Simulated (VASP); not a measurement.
**AlFe: single point with PBE+D3(BJ)**

The system is AlFe.

```
CELL_PARAMETERS angstrom
2.84399 0.00000 0.00000
0.00000 2.84399 0.00000
0.00000 0.00000 2.84399
ATOMIC_POSITIONS crystal
Al 0.00000 0.00000 0.00000
Fe 0.50000 0.50000 0.50000
```

```json
{
 "Program": "VASP 6.6.1",
 "Task": "single point",
 "Functional": "PBE",
 "Dispersion": "D3(BJ)",
 "Potentials or basis": "VASP PAW PBE potentials, release 64 (Al, Fe)",
 "Cutoff": "520 eV",
 "k mesh": "14 × 14 × 14",
 "Occupations": "gaussian, width 0.1 eV",
 "Spin": "collinear spin, ferromagnetic start",
 "Starting moments": "[0.0, 0.77] μB"
}
```

| Quantity | Value |
| --- | --- |
| Pressure | 0.0 GPa |
| Net moment | 0.65 μB per cell |
| Site moments | Al -0.02; Fe +0.69 μB |
| Valence electrons inside the program's atomic spheres | Al 0.86; Fe 7.49 |
| Dispersion energy per atom | -0.415 eV |

Levels at points of the mesh, in eV from the Fermi level:
Spin up:
| k point | band 4 | band 5 | band 6 | band 7 | band 8 | band 9 |
| --- | --- | --- | --- | --- | --- | --- |
| (0.00, 0.00, 0.00) | -0.34 | -0.34 | -0.34 | 6.56 | 6.56 | 6.56 |
| (0.50, 0.00, 0.00) | -1.33 | -1.33 | -0.21 | 1.00 | 8.80 | 11.28 |
| (0.50, 0.50, 0.00) | -2.14 | -1.09 | -1.09 | 0.53 | 3.42 | 4.29 |
| (0.50, 0.50, 0.50) | 0.57 | 0.57 | 3.02 | 3.02 | 3.02 | 4.60 |
Spin down:
```
           k point  band 2  band 3  band 4  band 5  band 6  band 7  band 8  band 9
(0.00, 0.00, 0.00)   -2.26   -2.26    0.45    0.45    0.45    6.60    6.60    6.60
(0.50, 0.00, 0.00)   -6.06   -1.54   -0.64   -0.64    0.59    1.46    8.69   11.37
(0.50, 0.50, 0.00)   -2.32   -2.14   -2.14   -0.38   -0.38    1.02    3.73    4.80
(0.50, 0.50, 0.50)   -3.33   -3.33    1.07    1.07    3.09    3.09    3.09    4.54
```

It took 2.7 min on 1 thread of Oxide Virtual Turin-like Processor, with other jobs on the host, peak memory 0.18 GiB.

Caveat: pairwise dispersion overbinds metals, which lowers pressure and volume.
